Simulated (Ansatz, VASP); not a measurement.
**Two plane-wave programs on GaSe4**

```
CELL_PARAMETERS angstrom
3.82118 0.00000 0.00000
-1.91059 3.30924 0.00000
0.00000 0.00000 20.28593
ATOMIC_POSITIONS crystal
Ga 0.00000 0.00000 0.06071
Ga 0.00000 0.00000 0.93929
Se 0.33333 0.66667 0.11803
Se 0.66667 0.33333 0.88197
Se 0.33333 0.66667 0.71451
Se 0.00000 0.00000 0.63788
Se 0.00000 0.00000 0.36212
Se 0.33333 0.66667 0.43910
Se 0.66667 0.33333 0.56090
Se 0.66667 0.33333 0.28549
```

Alike in both runs: functional PBE; k mesh 5 × 5 × 1; occupations gaussian, width 0.2 eV; no spin polarisation.

Ansatz relaxed the structure, and its values are those at the end. VASP's run is a single point on that final structure, the one shown.

|  | VASP | Ansatz |
| --- | --- | --- |
| version | VASP 6.6.1 | Ansatz 0.2.0 |
| potentials or method | VASP PAW PBE potentials, release 64 (Ga_d, Se), cutoff 520 eV | scalar-relativistic, plane waves, PAW |
| valence electrons in the cell | 74 | 154 |

Ansatz gave:

- gap on the k mesh at the Fermi level (eV): 0.57
- least direct gap on the mesh (eV): 0.88
- pressure (GPa): 0.0
- rms of the force components (eV/Å): 0.009

Task: What did VASP give for the same quantities?

Result: gap on the k mesh at the Fermi level (eV): 0.57; least direct gap on the mesh (eV): 0.88; pressure (GPa): 0.1; rms of the force components (eV/Å): 0.010.

VASP's potentials hold 74 valence electrons a cell and Ansatz's 154, so a difference there can come from the potentials and not from the codes.
